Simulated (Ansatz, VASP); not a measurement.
## H2Se in VASP and in Ansatz

```
H Se
1.0
     3.40940   -3.59874    0.00000
     3.40940    3.59874    0.00000
     0.00000    0.00000    5.90523
H Se
4 2
Cartesian
  5.7662 -2.8515 1.4763
  1.0526 -2.8515 1.4763
  5.7662 2.8515 4.4289
  1.0526 2.8515 4.4289
  3.4094 -1.7851 4.4289
  3.4094 1.7851 1.4763
```

Alike in both runs: functional PBE; k mesh 4 × 4 × 4; occupations gaussian, width 0.1 eV; no spin polarisation.

Ansatz relaxed the structure, and its values are those at the end. VASP's run is a single point on that final structure, the one shown.

```csv
,VASP,Ansatz
version,VASP 6.6.1,Ansatz 0.2.0
potentials or method,"VASP PAW PBE potentials, release 64 (H, Se), cutoff 520 eV","scalar-relativistic, plane waves, PAW"
valence electrons in the cell,16,36
```

|  | VASP | Ansatz | Ansatz less VASP |
| --- | --- | --- | --- |
| gap on the k mesh at the Fermi level (eV) | 2.79 | 2.78 | -0.003 |
| least direct gap on the mesh (eV) | 2.79 | 2.78 | -0.003 |
| pressure (GPa) | 0.1 | 0.0 | -0.06 |
| rms of the force components (eV/Å) | 0.029 | 0.006 | -0.0231 |

VASP's potentials hold 16 valence electrons a cell and Ansatz's 36, so a difference there can come from the potentials and not from the codes.
